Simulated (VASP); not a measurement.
# Rh in VASP: notebook

Rh is run at these levels: PBE; tasks: single point, relaxation of cell and atoms.

Everything below comes from runs of VASP 6.6.1. Logs are shortened: lines on timing, memory, paths and dates and some standing lists are left out, and cuts for length are marked.

**1. The cell of the first run**

It takes space group Cmmm (No. 65, orthorhombic). Conventional cell: a = 2.523 Å, b = 4.224 Å, c = 2.507 Å, α = 90.00°, β = 90.00°, γ = 90.00°. Rh (site symmetry mmm) has 8 Rh at 2.46 to 2.52 Å within 3.2 Å.

**2. Single point, PBE**

Input file INCAR:

```
SYSTEM = Rh
PREC     = Accurate       ! precision mode
ENCUT    = 520            ! plane-wave cutoff, eV
EDIFF    = 1E-7           ! SCF threshold, eV
ISMEAR   = 0              ! smearing method
SIGMA    = 0.1            ! smearing width, eV
LREAL    = .FALSE.        ! projectors in reciprocal space
LASPH    = .TRUE.         ! aspherical terms in the spheres
NELM     = 60             ! most SCF steps
ALGO     = Normal         ! electronic algorithm
ISIF     = 2              ! what is computed and relaxed
LWAVE    = .FALSE.        ! write WAVECAR
LCHARG   = .FALSE.        ! write CHGCAR
GGA      = PE             ! functional
NBANDS   = 14             ! bands
```

Input file KPOINTS:

```
regular mesh
0
G
  8 8 6
  0 0 0
```

Input file POSCAR:

```
Rh
1.0
    1.2614504000     -2.1119237000      0.0000000000
    1.2614504000      2.1119237000      0.0000000000
    0.0000000000      0.0000000000      2.5069438300
Rh
1
Direct
    0.5000000000      0.5000000000      0.0000000000
```

Potentials or basis: VASP PAW PBE potentials, release 64 (Rh_pv).

Run with:

```sh
$ cat potpaw_PBE.64/Rh_pv/POTCAR > POTCAR
$ mpirun -np 1 vasp_std > vasp.out
```

OUTCAR:

```text
SYSTEM = Rh
   PREC = Accurate
   ENCUT = 520
   EDIFF = 1E-7
   ISMEAR = 0
   LREAL = .FALSE.
   LASPH = .TRUE.
   NELM = 60
   ISIF = 2
   GGA = PE

 ion  position               nearest neighbor table
   1  0.500  0.500  0.000-

  LATTYP: Found a base centered orthorhombic cell.
 ALAT       =     2.5229008000
 B/A-ratio  =     1.6742027273
 C/A-ratio  =     0.9936751497

  Lattice vectors:

 A1 = (   1.2614504000,  -2.1119237000,   0.0000000000)
 A2 = (   1.2614504000,   2.1119237000,   0.0000000000)
 A3 = (   0.0000000000,   0.0000000000,   2.5069438300)

Analysis of symmetry for initial positions (statically):
=====================================================================
 Subroutine PRICEL returns:
 Original cell was already a primitive cell.

 Routine SETGRP: Setting up the symmetry group for a
 base centered orthorhombic supercell.

 Subroutine GETGRP returns: Found  8 space group operations
 (whereof  8 operations were pure point group operations)
 out of a pool of  8 trial point group operations.

The static configuration has the point symmetry D_2h.

Analysis of symmetry for dynamics (positions and initial velocities):
=====================================================================
 Subroutine PRICEL returns:
 Original cell was already a primitive cell.

 Routine SETGRP: Setting up the symmetry group for a
 base centered orthorhombic supercell.

 Subroutine GETGRP returns: Found  8 space group operations
 (whereof  8 operations were pure point group operations)
 out of a pool of  8 trial point group operations.

The dynamic configuration has the point symmetry D_2h.

 Subroutine INISYM returns: Found  8 space group operations
 (whereof  8 operations are pure point group operations),
 and found     1 'primitive' translations

----------------------------------------------------------------------------------------

                                     Primitive cell

  volume of cell :      13.3574

  direct lattice vectors                    reciprocal lattice vectors
     1.261450400 -2.111923700  0.000000000     0.396369132 -0.236750977  0.000000000
     1.261450400  2.111923700  0.000000000     0.396369132  0.236750977  0.000000000
     0.000000000  0.000000000  2.506943830     0.000000000  0.000000000  0.398892065

  length of vectors
     2.459975371  2.459975371  2.506943830     0.461692012  0.461692012  0.398892065

  position of ions in fractional coordinates (direct lattice)
     0.500000000  0.500000000  0.000000000

  ion indices of the primitive-cell ions
   primitive index   ion index
                 1           1

----------------------------------------------------------------------------------------

 KPOINTS: regular mesh

Automatic generation of k-mesh.
 Grid dimensions read from file:
 generate k-points for:    8    8    6

 Generating k-lattice:

  Cartesian coordinates                     Fractional coordinates (reciprocal lattice)
     0.049546141 -0.029593872  0.000000000     0.125000000  0.000000000  0.000000000
     0.049546141  0.029593872  0.000000000     0.000000000  0.125000000  0.000000000
     0.000000000  0.000000000  0.066482011     0.000000000  0.000000000  0.166666667

  Length of vectors
     0.057711502  0.057711502  0.066482011

  Shift w.r.t. Gamma in fractional coordinates (k-lattice)
     0.000000000  0.000000000  0.000000000

 Subroutine IBZKPT returns following result:
 ===========================================

 Found     84 irreducible k-points:

 Following reciprocal coordinates:
            Coordinates               Weight
  0.000000  0.000000  0.000000      1.000000
  0.125000 -0.000000  0.000000      4.000000
  0.250000 -0.000000  0.000000      4.000000
  0.375000  0.000000  0.000000      4.000000
  0.500000 -0.000000  0.000000      2.000000
  0.125000  0.125000  0.000000      2.000000
[... 16 lines left out ...]
  0.125000 -0.000000  0.166667      8.000000
  0.250000 -0.000000  0.166667      8.000000
 [... further k-points ...]
   k-points           NKPTS =     84   k-points in BZ     NKDIM =     84   number of bands    NBANDS=     14
   number of dos      NEDOS =    301   number of ions     NIONS =      1
   total plane-waves  NPLWV =   6480
   dimension x,y,z NGX =    18 NGY =   18 NGZ =   20
   dimension x,y,z NGXF=    36 NGYF=   36 NGZF=   40
   ions per type =               1
   NGX,Y,Z   is equivalent  to a cutoff of  12.16, 12.16, 13.26 a.u.
   NGXF,Y,Z  is equivalent  to a cutoff of  24.33, 24.33, 26.53 a.u.
 SYSTEM =  Rh
   PREC   = accura    normal or accurate (medium, high low for compatibility)
   ISTART =      0    job   : 0-new  1-cont  2-samecut
   ICHARG =      2    charge: 1-file 2-atom 10-const
   ISPIN  =      1    spin polarized calculation?
   LNONCOLLINEAR =      F non collinear calculations
   LSORBIT =      F    spin-orbit coupling
   LASPH  =      T    aspherical Exc in radial PAW
   ENCUT  =  520.0 eV  38.22 Ry    6.18 a.u.   4.57  4.57  4.66*2*pi/ulx,y,z
[... 24 lines left out ...]
  Thomas-Fermi vector in A             =   2.781545
   LORBIT       =      0    0 simple, 1 ext, 2 COOP (PROOUT), +10 PAW based schemes
   GGA     = PE    functional components
   LHFCALC =     F    Hartree Fock is set to
   AEXX    =    0.0000 exact exchange contribution
   IVDW    =     0    specifies the selected vdW correction
   LEPSILON=     F    determine dielectric tensor
   LRPA    =     F    only Hartree local field effects (RPA)
 non-spin polarized calculation
 Gauss-broadening in eV      SIGMA  =   0.10
  energy-cutoff  :      520.00
  volume of cell :       13.36
 maximum number of plane-waves:       383
   NGX =  9   NGY =  9   NGZ =  9

 number of electron      14.9999998 magnetization

 Free energy of the ion-electron system (eV)
  ---------------------------------------------------
  ext. energy  EPLUGINS =         0.00000000
  ---------------------------------------------------
  free energy    TOTEN  =        -6.44410705 eV

  energy without entropy =       -6.43606748  energy(sigma->0) =       -6.44008726

 E-fermi :  12.4393     XC(G=0): -14.1066

 val. band max:       12.4367138226   @ k =   0.3750   0.2500   0.3333
 cond. band min:      12.4429751595   @ k =  -0.1250   0.1250   0.3333
 fundamental gap:      0.0062613369
 Fermi energy:        12.4393125134

 k-point     1 :       0.0000    0.0000    0.0000
  band No.  band energies     occupation
      1     -33.8421      2.00000
      2     -33.7636      2.00000
      3     -33.7518      2.00000
      4       4.4078      2.00000
      5       6.2657      2.00000
      6       8.8536      2.00000
      7       9.6225      2.00000
      8      13.4089      0.00000
      9      13.4998      0.00000
     10      28.3494      0.00000
     11      29.3252      0.00000
     12      33.2024      0.00000
     13      37.4136      0.00000
     14      38.0973      0.00000

 k-point     2 :       0.1250   -0.0000    0.0000
  band No.  band energies     occupation
      1     -33.9474      2.00000
      2     -33.8207      2.00000
      3     -33.7947      2.00000
      4       5.0630      2.00000
      5       6.5357      2.00000
      6       8.6216      2.00000
      7      10.0265      2.00000
      8      12.8272      0.00000
      9      13.3790      0.00000
     10      29.6024      0.00000
     11      30.1355      0.00000
     12      33.1954      0.00000
     13      34.0166      0.00000
     14      36.2539      0.00000

 k-point     3 :       0.2500   -0.0000    0.0000
  band No.  band energies     occupation
      1     -34.3876      2.00000
      2     -33.8885      2.00000
      3     -33.7687      2.00000
      4       6.1759      2.00000
      5       6.9191      2.00000
      6       9.0119      2.00000
      7      11.4521      2.00000
      8      11.6009      2.00000
      9      13.1505      0.00000
     10      27.9233      0.00000
     11      32.5259      0.00000
     12      33.1809      0.00000
     13      33.2304      0.00000
     14      33.5209      0.00000
[... 324 lines left out ...]
 k-point    23 :       0.1250   -0.0000    0.1667
  band No.  band energies     occupation
      1     -34.0258      2.00000
      2     -33.9292      2.00000
      3     -33.7790      2.00000
      4       5.6867      2.00000
      5       7.3135      2.00000
      6       8.7441      2.00000
      7      10.1228      2.00000
      8      12.3400      1.83974
      9      12.8461      0.00000
     10      26.2378      0.00000
     11      30.5931      0.00000
     12      33.2036      0.00000
     13      35.8348      0.00000
     14      37.5705      0.00000

 k-point    24 :       0.2500   -0.0000    0.1667
  band No.  band energies     occupation
      1     -34.3669      2.00000
      2     -33.9669      2.00000
      3     -33.8721      2.00000
      4       6.5090      2.00000
      5       7.6727      2.00000
      6       9.0389      2.00000
      7      11.5155      2.00000
      8      11.5472      2.00000
      9      12.5828      0.04249
     10      28.0601      0.00000
     11      28.9165      0.00000
     12      33.2045      0.00000
     13      34.6605      0.00000
     14      35.5770      0.00000

 [... further k-points ...]

------------------------ aborting loop because EDIFF is reached ----------------------------------------

  FORCE on cell =-STRESS in cart. coord.  units (eV):
  Direction    XX          YY          ZZ          XY          YZ          ZX
  --------------------------------------------------------------------------------------
  -------------------------------------------------------------------------------------
  Total        4.0685094      5.3582447      1.8037145      0.0000000      0.0000000      0.0000000
  in kB      488.0034634    642.7026942    216.3492424      0.0000000      0.0000000      0.0000000
  external PRESSURE =     449.0184667 kB  Pullay stress =       0.0000000 kB

 VOLUME and BASIS-vectors are now :
 -----------------------------------------------------------------------------
  energy-cutoff  :      520.00
  volume of cell :       13.36
      direct lattice vectors                 reciprocal lattice vectors
     1.261450400 -2.111923700  0.000000000     0.396369132 -0.236750977  0.000000000
     1.261450400  2.111923700  0.000000000     0.396369132  0.236750977  0.000000000
     0.000000000  0.000000000  2.506943830     0.000000000  0.000000000  0.398892065

 POSITION                                       TOTAL-FORCE (eV/Angst)
 -----------------------------------------------------------------------------------
      1.26145      0.00000      0.00000         0.000000      0.000000      0.000000
 -----------------------------------------------------------------------------------
    total drift:                                0.000000     -0.000000      0.000000

  FREE ENERGIE OF THE ION-ELECTRON SYSTEM (eV)
  ---------------------------------------------------
  free  energy   TOTEN  =        -6.4441070485 eV

  energy  without entropy=       -6.4360674800  energy(sigma->0) =       -6.44008726
```

Wall time 12 s (1 thread of Intel Xeon Platinum 8488C (Sapphire Rapids), shared host); peak memory 0.12 GiB.

Results:

- Free energy: -6.4441 eV
- Pressure: 44.9 GPa

Stress tensor (GPa, compression positive):
```
48.80  0.00  0.00
 0.00 64.27  0.00
 0.00  0.00 21.63
```

Caveat: the k points lie up to 0.42 Å⁻¹ apart.

**3. Single point, PBE**

This run uses another cell than the first one, of 15.38 Å³/atom, 1.151 times its volume.

Input file INCAR:

```
PREC = Accurate
ENCUT = 520
EDIFF = 1E-6
ISMEAR = 0
SIGMA = 0.1
LREAL = False
LASPH = True
NELM = 100
ALGO = Fast
ISIF = 2
LWAVE = False
LCHARG = False
GGA = PE
NBANDS = 14
```

Input file KPOINTS:

```
regular mesh
0
Gamma
  8 8 6
```

Input file POSCAR:

```
Rh
1.0
    1.3148239502     -2.2773523599      0.0000000000
    1.3148239502      2.2773523599      0.0000000000
    0.0000000000      0.0000000000      2.5674516724
Rh
1
Direct
    0.5000000000      0.5000000000      0.0000000000
```

Potentials or basis: VASP PAW PBE potentials, release 64 (Rh_pv).

Run with:

```sh
$ cat potpaw_PBE.64/Rh_pv/POTCAR > POTCAR
$ mpirun -np 1 vasp_std > vasp.out
```

Wall time 7.5 s (1 thread of Intel Xeon Platinum 8488C (Sapphire Rapids), shared host); peak memory 0.12 GiB.

The run converged. Its results:

| Property | Result |
| --- | --- |
| Free energy | -6.7279 eV |
| Pressure | -0.1 GPa |

Stress tensor (GPa, compression positive):
```
-0.02  0.00  0.00
 0.00 -0.02  0.00
 0.00  0.00 -0.21
```

Levels at points of the mesh, in eV from the Fermi level:
| k point | band 3 | band 4 | band 5 | band 6 | band 7 | band 8 | band 9 | band 10 | band 11 | band 12 |
| --- | --- | --- | --- | --- | --- | --- | --- | --- | --- | --- |
| (0.00, 0.00, 0.00) | -46.00 | -7.07 | -5.09 | -2.58 | -2.58 | 0.81 | 0.81 | 15.92 | 16.59 | 21.12 |
| (0.50, 0.00, 0.00) | -45.92 | -5.56 | -3.94 | -1.49 | 0.33 | 0.97 | 1.25 | 7.87 | 15.05 | 19.08 |
| (0.50, 0.00, 0.50) | -46.17 | -5.44 | -4.68 | -1.80 | 1.40 | 2.02 | 6.55 | 6.71 | 14.98 | 15.53 |

Caveat: the k points lie up to 0.41 Å⁻¹ apart.

**4. Single point, PBE, collinear spin, ferromagnetic start**

This run uses another cell than the first one, of 15.38 Å³/atom, 1.151 times its volume.

Input file INCAR:

```
SYSTEM = Rh
ALGO     = Normal         ! electronic algorithm
EDIFF    = 1E-7           ! SCF threshold, eV
ENCUT    = 520            ! plane-wave cutoff, eV
GGA      = PE             ! functional
ISIF     = 2              ! what is computed and relaxed
ISMEAR   = 0              ! smearing method
ISPIN    = 2              ! spin polarisation
LASPH    = .TRUE.         ! aspherical terms in the spheres
LCHARG   = .FALSE.        ! write CHGCAR
LMAXMIX  = 4              ! l up to which the mixer works
LORBIT   = 11             ! projections on sites
LREAL    = .FALSE.        ! projectors in reciprocal space
LWAVE    = .FALSE.        ! write WAVECAR
MAGMOM   = 1              ! initial moments
NBANDS   = 18             ! bands
NELM     = 150            ! most SCF steps
PREC     = Accurate       ! precision mode
SIGMA    = 0.1            ! smearing width, eV
```

Input file KPOINTS:

```
k-points
0
G
  6 6 6
  0 0 0
```

Input file POSCAR:

```
Rh
1.0
    2.6296524362      0.0000000000      0.0000000000
   -1.3148262181      2.2773458129      0.0000000000
    0.0000000000      0.0000000000      2.5674516724
Rh
1
Direct
    0.0000000000      0.0000000000      0.0000000000
```

Run with:

```sh
$ cat potpaw_PBE.64/Rh_pv/POTCAR > POTCAR
$ mpirun -np 1 vasp_std > vasp.out
```

Wall time 17 s (1 thread of Intel Xeon Platinum 8488C (Sapphire Rapids), shared host); peak memory 0.13 GiB.

Results (log left out):

* Free energy: -6.6414 eV
* Pressure: 1.3 GPa
* Net moment: 0.00 μB per cell
* Valence electrons inside the program's atomic spheres: Rh 13.76

Stress tensor (GPa, compression positive):
```
0.60 0.00 0.00
0.00 0.60 0.00
0.00 0.00 2.80
```

Levels at points of the mesh, in eV from the Fermi level:
Spin up:
```
           k point  band 3  band 4  band 5  band 6  band 7  band 8  band 9  band 10  band 11  band 12
(0.00, 0.00, 0.00)  -46.00   -7.10   -5.11   -2.63   -2.63    0.79    0.79    15.88    16.55    21.04
(0.50, 0.00, 0.00)  -45.92   -5.61   -3.95   -1.51    0.30    0.94    1.19     7.84    15.02    19.04
(0.00, 0.00, 0.50)  -46.06   -4.86   -2.23   -2.23   -0.96   -0.96   -0.38     5.92    19.47    21.05
(0.50, 0.00, 0.50)  -46.22   -5.47   -4.73   -1.82    1.34    2.01    6.52     6.69    14.95    15.49
```
Spin down:
| k point | band 4 | band 5 | band 6 | band 7 | band 8 | band 9 | band 10 | band 11 |
| --- | --- | --- | --- | --- | --- | --- | --- | --- |
| (0.00, 0.00, 0.00) | -7.10 | -5.11 | -2.63 | -2.63 | 0.79 | 0.79 | 15.88 | 16.55 |
| (0.50, 0.00, 0.00) | -5.61 | -3.95 | -1.51 | 0.30 | 0.94 | 1.19 | 7.84 | 15.02 |
| (0.00, 0.00, 0.50) | -4.86 | -2.23 | -2.23 | -0.96 | -0.96 | -0.38 | 5.92 | 19.47 |
| (0.50, 0.00, 0.50) | -5.47 | -4.73 | -1.82 | 1.34 | 2.01 | 6.52 | 6.69 | 14.95 |

Caveat: the k points lie up to 0.46 Å⁻¹ apart.

**5. Relaxation of cell and atoms, PBE**

Input file INCAR:

```
PREC = Accurate
ENCUT = 600
EDIFF = 1E-7
ISMEAR = 0
SIGMA = 0.1
LREAL = False
LASPH = True
NELM = 100
ALGO = Normal
ISIF = 3
LWAVE = False
LCHARG = False
GGA = PE
IBRION = 2
NSW = 90
EDIFFG = -0.04
```

Input file KPOINTS:

```
Automatic mesh
0
Gamma
  8 8 6
```

Input file POSCAR:

```
Rh
1.0
    1.2614504000     -2.1119237000      0.0000000000
    1.2614504000      2.1119237000      0.0000000000
    0.0000000000      0.0000000000      2.5069438300
Rh
1
Direct
    0.5000000000      0.5000000000      0.0000000000
```

Run with:

```sh
$ cat potpaw_PBE.64/Rh_pv/POTCAR > POTCAR
$ mpirun -np 1 vasp_std > vasp.out
```

It took 69 s on 1 thread of Intel Xeon Platinum 8488C (Sapphire Rapids), shared host; peak memory 0.14 GiB.

It converged, with:

| Quantity | Value |
| --- | --- |
| Free energy | -6.7251 eV |
| Relaxed volume | 15.37 Å³/atom |
| Relaxed cell | a = 2.630 Å, b = 2.630 Å, c = 2.566 Å, α = 90.00°, β = 90.00°, γ = 120.01° |
| Space group after relaxing (to 0.05 Å) | P6/mmm (No. 191) |
| Energy gained by relaxing | 281.1 meV/atom |
| Ionic steps | 10 |
| Pressure after relaxing | 0.0 GPa |

Step by step:
```tsv
step	energy change (eV)	largest force (eV/Å)	pressure (GPa)	volume (Å³)
1	0.0000	0.0000	44.78	13.36
2	0.6307	0.0000	-28.66	21.83
3	-0.2720	0.0000	-5.13	15.77
4	-0.2784	0.0000	-1.54	15.48
5	-0.2789	0.0000	-0.18	15.38
6	-0.2788	0.0000	-0.77	15.42
7	-0.2810	0.0000	-0.50	15.40
8	-0.2810	0.0000	-0.54	15.41
9	-0.2810	0.0000	0.81	15.31
10	-0.2811	0.0000	0.00	15.37
```

Final structure:
```xyz
1
Lattice="1.3147 -2.2775 0.0000 1.3147 2.2775 0.0000 0.0000 0.0000 2.5661" Properties=species:S:1:pos:R:3 pbc="T T T"
Rh    1.3147    0.0000    0.0000
```

Levels at points of the mesh, in eV from the Fermi level:
| k point | band 5 | band 6 | band 7 | band 8 | band 9 | band 10 |
| --- | --- | --- | --- | --- | --- | --- |
| (0.00, 0.00, 0.00) | -5.10 | -2.59 | -2.58 | 0.81 | 0.82 | 15.94 |
| (0.50, 0.00, 0.00) | -3.95 | -1.48 | 0.33 | 0.97 | 1.25 | 7.87 |
| (0.50, 0.50, 0.00) | -3.95 | -1.48 | 0.33 | 0.97 | 1.24 | 7.87 |
| (0.00, 0.00, 0.50) | -2.18 | -2.17 | -0.94 | -0.94 | -0.36 | 5.96 |
| (0.50, 0.00, 0.50) | -4.68 | -1.80 | 1.40 | 2.02 | 6.56 | 6.72 |
| (0.50, 0.50, 0.50) | -4.69 | -1.80 | 1.40 | 2.02 | 6.56 | 6.71 |

Caveat: the k points lie up to 0.41 Å⁻¹ apart in the final cell; the volume moved by over 15 % at a fixed basis, so the end points are rough.

**6. The runs side by side**

| task | spin | cell | k mesh | cutoff (eV) | gap on the mesh (eV) | pressure (GPa) |
| --- | --- | --- | --- | --- | --- | --- |
| single point | off | a = 2.460, b = 2.460, c = 2.507 Å, angles 90.0, 90.0, 118.3°, 1 atom | 8 × 8 × 6 | 520 | none | 44.9 |
| single point | off | a = 2.630, b = 2.630, c = 2.567 Å, angles 90.0, 90.0, 120.0°, 1 atom | 8 × 8 × 6 | 520 | none | -0.1 |
| single point | collinear, ferromagnetic start | a = 2.630, b = 2.630, c = 2.567 Å, angles 90.0, 90.0, 120.0°, 1 atom | 6 × 6 × 6 | 520 | none | 1.3 |
| relaxation of cell and atoms | off | relaxed from a = 2.460, b = 2.460, c = 2.507 Å, angles 90.0, 90.0, 118.3°, 1 atom | 8 × 8 × 6 | 600 | none | 0.0 |

Alike in all rows: level PBE; potentials or basis VASP PAW PBE potentials, release 64 (Rh_pv); smearing gaussian 0.1 eV.

Caveats: all runs use coarse meshes; the volume moved by over 15 % at a fixed basis, so the end points are rough (some runs).

Absolute energies hang on the potentials; compare differences alone.
